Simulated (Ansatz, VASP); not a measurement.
**CdS: VASP beside Ansatz**

File POSCAR:

```
CdS
1.0
    0.0000000000      2.8792140297      2.8792140297
    2.8792140297      0.0000000000      2.8792140297
    2.8792140297      2.8792140297      0.0000000000
Cd S
1 1
Direct
    0.0000000000      0.0000000000      0.0000000000
    0.2500000000      0.2500000000      0.2500000000
```

INCAR.step1

```
PREC = Accurate ; ENCUT = 550
ISMEAR = 0 ; SIGMA = 0.01
LREAL = F ; LASPH = T
NELM = 120 ; NBANDS = 16
GGA = PE ; ALGO = Normal
EDIFF = 1E-5 ; LWAVE = T
LCHARG = F ; GGA_COMPAT = F
```

INCAR.step2

```
PREC = Accurate ; ENCUT = 550
EDIFF = 1E-6 ; ISMEAR = 0
SIGMA = 0.01 ; LREAL = F
LASPH = T ; NELM = 120
ALGO = Normal ; ISIF = 2
LWAVE = F ; LCHARG = T
METAGGA = R2SCAN ; LMIXTAU = T
LELF = T ; LVHAR = T
NBANDS = 16 ; ISTART = 1
GGA_COMPAT = F
```

File KPOINTS:

```
Automatic mesh
0
Gamma
  6 6 6
```

Input for Ansatz:

```yaml
crystal:
  lattice:
    - [0.0, 2.8792140297, 2.8792140297]
    - [2.8792140297, 0.0, 2.8792140297]
    - [2.8792140297, 2.8792140297, 0.0]
  atoms:
    - { symbol: Cd, position: [0.0, 0.0, 0.0] }
    - { symbol: S, position: [0.25, 0.25, 0.25] }
kpoints:
  mp_grid: { grid: [6, 6, 6] }
hamiltonian:
  xc: r2scan
scf:
  occupations: { method: fixed }
  n_extra_bands: 4
output:
  forces: true
  stress: true
  eigenvalues: true
```

Alike in both runs: task single point; functional r2SCAN; k mesh 6 × 6 × 6; no spin polarisation.

```csv
,VASP,Ansatz
version,VASP 6.6.1,Ansatz 0.2.0
potentials or method,"VASP PAW PBE potentials, release 64 (Cd, S)","plane waves, PAW"
plane-wave cutoff (eV),550,500
occupations,"gaussian, width 0.01 eV",fixed
valence electrons in the cell,18,26
```

VASP gave:

* gap on the k mesh at the Fermi level (eV): 1.68
* pressure (GPa): 4.7

Estimate Ansatz's values.

gap on the k mesh at the Fermi level (eV): 1.68; pressure (GPa): 4.3.

VASP's potentials were made for PBE, not for r2SCAN. VASP's potentials hold 18 valence electrons a cell and Ansatz's 26, so a difference there can come from the potentials and not from the codes.
